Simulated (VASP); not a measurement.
Here is a VASP 6.6.1 calculation.

File INCAR:

```
SYSTEM = Ga2As2Br
ALGO = Normal
DIPOL = 0.5 0.5 0.357
EDIFF = 1E-7
ENCUT = 520
GGA = PE
IDIPOL = 3
ISIF = 2
ISMEAR = 0
ISPIN = 2
LASPH = .TRUE.
LCHARG = .FALSE.
LDIPOL = .TRUE.
LORBIT = 11
LREAL = .FALSE.
LWAVE = .FALSE.
MAGMOM = 0 0 0 0 1
NBANDS = 34
NELM = 150
PREC = Accurate
SIGMA = 0.05
```

Contents of KPOINTS:

```
k-points
0
G
  9 9 1
  0 0 0
```

POSCAR

```
Ga2As2Br
1.0
    4.0629609254      0.0000000000      0.0000000000
   -2.0314804627      3.5186273759      0.0000000000
    0.0000000000      0.0000000000     19.6715434482
As Ga Br
2 2 1
Direct
    0.0000000000      0.0000000000      0.2033394080
    0.3333333333      0.6666666667      0.3841855411
    0.3333333333      0.6666666667      0.2454992126
    0.6666666667      0.3333333333      0.4153992019
    0.6666666667      0.3333333333      0.5350663435
```

Potentials or basis: VASP PAW PBE potentials, release 64 (As, Ga_d, Br).

The run is started by

```bash
$ cat potpaw_PBE.64/As/POTCAR potpaw_PBE.64/Ga_d/POTCAR potpaw_PBE.64/Br/POTCAR > POTCAR
$ mpirun -np 1 vasp_std > vasp.out
```

What does it give for the site moments?

As +0.23, +0.14; Ga +0.02, +0.01; Br +0.11 μB.

Estimate the largest force.

1.531 eV/Å.

Forces on the atoms (eV/Å):
```
As   0.000  0.000  0.299
As   0.000  0.000 -1.531
Ga   0.000  0.000  0.386
Ga   0.000  0.000  0.852
Br   0.000  0.000 -0.006
```
